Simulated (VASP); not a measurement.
Al2Cu:

```
Al Cu
1.0
     4.10518    0.00000    0.00000
     0.00000    4.10518    0.00000
     0.00000    0.00000    2.89131
Al Cu
2 1
Direct
  0.50000 0.00000 0.50000
  0.00000 0.50000 0.50000
  0.00000 0.00000 0.00000
```

Program: VASP 6.6.1. Alike in all runs: task single point; no spin polarisation; cell as given; cutoff (eV) 520; smearing gaussian 0.1 eV.

Problem. Order these runs on this cell by their pressure, lowest first.
A. level LDA; potentials or basis VASP PAW LDA potentials, release 64 (Al, Cu); k mesh 10 × 10 × 14
B. level r2SCAN; potentials or basis VASP PAW PBE potentials, release 64 (Al, Cu); k mesh 8 × 8 × 10, shifted
C. level r2SCAN; potentials or basis VASP PAW PBE potentials, release 64 (Al, Cu); k mesh 2 × 2 × 4

Solution. A (-4.9 GPa), B (-2.3 GPa), C (1.4 GPa).

Caveats: some runs use coarse meshes; the PAW data sets were made with another functional, which shifts forces and pressure a little (some runs).
